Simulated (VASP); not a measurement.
Set up this calculation in VASP 6.6.1, as the native input.

| Quantity | Value |
| --- | --- |
| Task | single point |
| Functional | r2SCAN |
| Potentials or basis | VASP PAW PBE potentials, release 64 (Cl, Br, Rb_sv) |
| Cutoff | 520 eV |
| k mesh | 6 × 6 × 6 |
| Occupations | gaussian, width 0.01 eV |
| Spin | no spin polarisation |
| Dipole correction | no |
| Further INCAR settings | ALGO = Normal; EDIFF = 1e-06; NBANDS = 24 |

The system is Rb2BrCl.

```xyz
4
Lattice="2.3904 1.3801 7.8205 -2.3904 1.3801 7.8205 0.0000 -2.7602 7.8205" Properties=species:S:1:pos:R:3 pbc="T T T"
Cl    2.3904    1.3801    7.8205
Br    0.0000    0.0000   11.7308
Rb    0.0000    0.0000    5.9589
Rb    0.0000    0.0000   17.5027
```

One way to write it, as run:

POSCAR

```
Rb2BrCl
1.0
    2.3904422861      1.3801224974      7.8205419612
   -2.3904422861      1.3801224974      7.8205419612
    0.0000000000     -2.7602449947      7.8205419612
Cl Br Rb
1 1 2
Direct
    1.0000000000      0.0000000000      0.0000000000
    0.5000000000      0.5000000000      0.5000000000
    0.2539867118      0.2539867118      0.2539867118
    0.7460132882      0.7460132882      0.7460132882
```

INCAR.step1

```
PREC = Accurate
ENCUT = 520
ISMEAR = 0
SIGMA = 0.01
LREAL = False
LASPH = True
NELM = 80
NBANDS = 24
GGA = PE
ALGO = Normal
EDIFF = 1E-4
LWAVE = True
LCHARG = False
```

INCAR.step2

```
PREC = Accurate
ENCUT = 520
EDIFF = 1E-6
ISMEAR = 0
SIGMA = 0.01
LREAL = False
LASPH = True
NELM = 80
ALGO = Normal
ISIF = 2
LWAVE = False
LCHARG = False
METAGGA = R2SCAN
LMIXTAU = True
NBANDS = 24
ISTART = 1
```

KPOINTS

```
Automatic mesh
0
Gamma
  6 6 6
```

Potentials or basis: VASP PAW PBE potentials, release 64 (Cl, Br, Rb_sv).

The run is started by

```bash
$ cat potpaw_PBE.64/Cl/POTCAR potpaw_PBE.64/Br/POTCAR potpaw_PBE.64/Rb_sv/POTCAR > POTCAR
$ cp INCAR.step1 INCAR
$ mpirun -np 1 vasp_std > vasp.out
$ cp INCAR.step2 INCAR
$ mpirun -np 1 vasp_std > vasp.out
```

Results of the run:

- Pressure: 0.0 GPa
- Band gap on the k mesh: 5.03 eV

Caveat: the PAW data sets were made with another functional, which shifts forces and pressure a little.

Wall time 8.7 min on 1 thread of Intel(R) Xeon(R) 6975P-C (Granite Rapids) (shared host), peak memory 0.69 GiB.
